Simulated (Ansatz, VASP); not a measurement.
## Two plane-wave programs on In4P

```
In P
1.0
     5.48094    0.00000    0.00000
     0.00000    5.48094    0.00000
     0.00000    0.00000    5.48094
In P
4 1
Cartesian
  2.7405 0.0000 0.0000
  0.0000 2.7405 0.0000
  0.0000 0.0000 2.7405
  0.0000 0.0000 0.0000
  2.7405 2.7405 2.7405
```

Alike in both runs: task relaxation of cell and atoms; functional PBE; k mesh 8 × 8 × 8; occupations gaussian, width 0.1 eV; no spin polarisation.

|  | VASP | Ansatz |
| --- | --- | --- |
| version | VASP 6.6.1 | Ansatz 0.2.0 |
| potentials or method | VASP PAW PBE potentials, release 64 (In_d, P), cutoff 600 eV | scalar-relativistic, plane waves, PAW |
| valence electrons in the cell | 57 | 57 |

```tsv
	VASP	Ansatz	Ansatz less VASP
gap on the k mesh at the Fermi level, each at its own relaxed structure (eV)	none	none	-
relaxed volume (Å³/atom)	33.89	33.86	-0.027
relaxed length of the cell vector where the two differ most in proportion (Å)	5.533	5.532	-0.0015
```

A gap of «none» marks a metal or a gap that the smearing closes.
